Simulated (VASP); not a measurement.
Write the native input for VASP 6.6.1 that does the following.

* Task: single point
* Functional: PBEsol
* Potentials or basis: VASP PAW PBE potentials, release 64 (Al, Ni)
* Cutoff: 520 eV
* k mesh: 18 × 18 × 18
* Occupations: gaussian, width 0.15 eV
* Spin: no spin polarisation
* Dipole correction: no
* Further INCAR settings: ALGO = Normal; EDIFF = 1e-06; NBANDS = 14

The structure of AlNi lies in POSCAR:

```
AlNi
1.0
    3.0488682871      0.7622170718      0.7622170718
    0.7622170718      3.0488682871      0.7622170718
    0.7622170718      0.7622170718      3.0488682871
Al Ni
1 1
Direct
    0.0000000000      0.0000000000      0.0000000000
    0.5000000000      0.5000000000      0.5000000000
```

This cell differs from its parent crystal: ratio of the length along [111] to the lengths across it x 2.0, volume and fractional coordinates fixed.

One way to write it, as run:

INCAR

```
SYSTEM = AlNi
PREC = Accurate ; ENCUT = 520
EDIFF = 1E-6 ; ISMEAR = 0
SIGMA = 0.15 ; LREAL = .False.
LASPH = .True. ; NELM = 80
ALGO = Normal ; ISIF = 2
LWAVE = .False. ; LCHARG = .True.
GGA = PS ; LELF = .True.
LVHAR = .True. ; NBANDS = 14
```

KPOINTS

```
regular mesh
0
Gamma
  18 18 18
  0 0 0
```

Potentials or basis: VASP PAW PBE potentials, release 64 (Al, Ni).

Run with:

```sh
$ cat potpaw_PBE.64/Al/POTCAR potpaw_PBE.64/Ni/POTCAR > POTCAR
$ mpirun -np 1 vasp_std > vasp.out
```

It gave:

```yaml
Pressure: 24.0 GPa
```

Caveat: the PAW data sets were made with another functional, which shifts forces and pressure a little.

Wall time 83 s on 1 thread of AMD EPYC 7R43 64-Core Processor (Zen 3), with other jobs on the host, peak memory 0.15 GiB.
